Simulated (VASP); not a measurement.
Runs of VASP 6.6.1 on SiC. The structure is hexagonal, space group P6_3mc (No. 186). Conventional cell: a = 3.075 Å, b = 3.075 Å, c = 5.048 Å, α = 90.00°, β = 90.00°, γ = 120.00°. Si (site symmetry 3m) has 4 C at 1.88 to 1.90 Å within 2.5 Å. Within 2.5 Å of C (site symmetry 3m) lie 4 Si at 1.88 to 1.90 Å. 

| level | k mesh | smearing | grid for exact exchange (PRECFOCK) | share of exact exchange | screening parameter | gap on the mesh (eV) | pressure (GPa) | largest force (eV/Å) |
| --- | --- | --- | --- | --- | --- | --- | --- | --- |
| PBEsol | 6 × 6 × 4 | methfessel-paxton 0.05 eV | - | - | - | 2.11 | 0.4 | - |
| HSE06 | 6 × 6 × 2 | gaussian 0.01 eV | Normal | 0.25 | 0.2079 1/Å | (b) | -1.5 | 0.05 |
| HSE06 | 4 × 4 × 4 | gaussian 0.01 eV | Normal | 0.25 | 0.2079 1/Å | (a) | -1.4 | 0.06 |
| PBEsol | 6 × 6 × 4 | gaussian 0.2 eV | - | - | - | 2.11 | 0.4 | - |
| PBEsol | 6 × 6 × 4 | gaussian 0.01 eV | - | - | - | 2.11 | 0.4 | - |
| PBEsol | 6 × 6 × 4 | methfessel-paxton 0.301 eV | - | - | - | 2.11 | 0.4 | - |
| PBEsol | 6 × 6 × 4 | tetrahedron | - | - | - | 2.11 | 0.4 | - |
| PBE-based screened hybrid with 100 % exact exchange | 6 × 6 × 2 | gaussian 0.01 eV | Normal | 1 | 0.1 1/Å | 7.54 | -16.1 | 0.08 |

Alike in all rows: task single point; potentials or basis VASP PAW PBE potentials, release 64 (Si, C); no spin polarisation; cell as given; cutoff (eV) 520.

Task: Estimate the missing entries.

Result: (a) 3.75; (b) 3.17.

Caveats: some runs use coarse meshes; the PAW data sets were made with another functional, which shifts forces and pressure a little.

A k mesh can miss the band edges.
